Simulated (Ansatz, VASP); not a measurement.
## One calculation of Mg, two programs

File INCAR:

```
  ALGO = Normal
  EDIFF = 1E-7
  ENCUT = 520
  GGA = RP
  ISIF = 2
  ISMEAR = -1
  IVDW = 12
  LASPH = True
  LCHARG = True
  LELF = True
  LREAL = False
  LVHAR = True
  LWAVE = False
  NBANDS = 9
  NELM = 60
  PREC = Accurate
  SIGMA = 0.05
```

Contents of KPOINTS:

```
k-points
0
Gamma
  10 10 5
```

File POSCAR:

```
Mg
1.0
    3.2722434310      0.0000000000      0.0000000000
   -1.6361217155      2.8338459386      0.0000000000
    0.0000000000      0.0000000000      5.3124886887
Mg
2
Direct
    0.6666666667      0.3333333333      0.7500000000
    0.3333333333      0.6666666667      0.2500000000
```

input.yaml

```yaml
crystal:
  lattice:
    - [3.272243431, 0.0, 0.0]
    - [-1.6361217155, 2.8338459386, 0.0]
    - [0.0, 0.0, 5.3124886887]
  atoms:
    - { symbol: Mg, position: [0.6666666667, 0.3333333333, 0.75] }
    - { symbol: Mg, position: [0.3333333333, 0.6666666667, 0.25] }
hamiltonian:
  xc: rpbe
  pseudopotentials: { kind: paw }
  dispersion: d3bj
kpoints:
  mp_grid: { grid: [10, 10, 5] }
scf:
  occupations: { method: fermi_dirac, width: 0.05 }
output:
  forces: true
  stress: true
  eigenvalues: true
  write_density: true
  write_potential: true
  elf: true
  volumetric_format: npy
```

Alike in both runs: task single point; functional RPBE; dispersion D3(BJ); k mesh 10 × 10 × 5; occupations fermi-dirac, width 0.05 eV; no spin polarisation.

```csv
,VASP,Ansatz
version,VASP 6.6.1,Ansatz 0.2.0
potentials or method,"VASP PAW PBE potentials, release 64 (Mg)",Ansatz PAW
plane-wave cutoff (eV),520,420
valence electrons in the cell,4,20
```

Ansatz gave:

```
gap on the k mesh at the Fermi level (eV)                     : none
pressure (GPa)                                                : -13.4
traceless stress, the component that is largest in VASP (GPa) : 0.75
```

Estimate VASP's values.

gap on the k mesh at the Fermi level (eV): none; pressure (GPa): -13.5; traceless stress, the component that is largest in VASP (GPa): 0.75.

VASP's potentials were made for PBE, not for RPBE. A gap of «none» marks a metal or a gap that the smearing closes. VASP's potentials hold 4 valence electrons a cell and Ansatz's 20, so a difference there can come from the potentials and not from the codes.
